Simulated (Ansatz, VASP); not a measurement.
SnO: VASP beside Ansatz

```
Sn O
1.0
     3.82016    0.00000    0.00000
     0.00000    3.82016    0.00000
     0.00000    0.00000   22.22608
Sn O
4 4
Direct
  0.75000 0.25000 0.20246
  0.25000 0.75000 0.30878
  0.62500 0.25000 0.49325
  0.12500 0.75000 0.59957
  0.25000 0.25000 0.25562
  0.75000 0.75000 0.25562
  0.12500 0.25000 0.54641
  0.62500 0.75000 0.54641
```

Alike in both runs: task single point; functional PBE; dispersion D3(BJ); k mesh 7 × 7 × 1; occupations gaussian, width 0.05 eV; no spin polarisation.

|  | VASP | Ansatz |
| --- | --- | --- |
| version | VASP 6.6.1 | Ansatz 0.2.0 |
| potentials or method | VASP PAW PBE potentials, release 64 (Sn_d, O), cutoff 520 eV | scalar-relativistic, plane waves, PAW |
| valence electrons in the cell | 80 | 80 |

|  | VASP | Ansatz | Ansatz less VASP |
| --- | --- | --- | --- |
| gap on the k mesh at the Fermi level (eV) | 2.55 | 2.59 | +0.045 |
| least direct gap on the mesh (eV) | 2.57 | 2.61 | +0.044 |
| rms of the force components (eV/Å) | 0.058 | 0.027 | -0.0312 |
